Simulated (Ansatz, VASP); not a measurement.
# CuI: VASP beside Ansatz

```
I Cu
1.0
     0.00000    3.09096    3.09096
     3.09096    0.00000    3.09096
     3.09096    3.09096    0.00000
I Cu
1 1
Cartesian
  0.0000 0.0000 0.0000
  4.6364 4.6364 4.6364
```

Alike in both runs: task single point; functional HF; k mesh 4 × 4 × 4; occupations fermi-dirac, width 0.05 eV; no spin polarisation.

|  | VASP | Ansatz |
| --- | --- | --- |
| version | VASP 6.6.1 | Ansatz 0.2.0 |
| potentials or method | VASP PAW PBE potentials, release 64 (I, Cu) | Ansatz PAW |
| plane-wave cutoff (eV) | 520 | 420 |
| valence electrons in the cell | 18 | 36 |

VASP gave:

| Item | Value |
| --- | --- |
| gap on the k mesh at the Fermi level (eV) | 9.74 |
| least direct gap on the mesh (eV) | 9.74 |
| pressure (GPa) | 5.5 |

Question: Estimate Ansatz's values.

Answer: gap on the k mesh at the Fermi level (eV): 9.79; least direct gap on the mesh (eV): 9.79; pressure (GPa): 6.2.

VASP's potentials were made for PBE, not for HF. VASP's potentials hold 18 valence electrons a cell and Ansatz's 36, so a difference there can come from the potentials and not from the codes.

The k mesh is coarse, so the values compare programs but aren't converged. Neither program's run includes spin-orbit coupling.
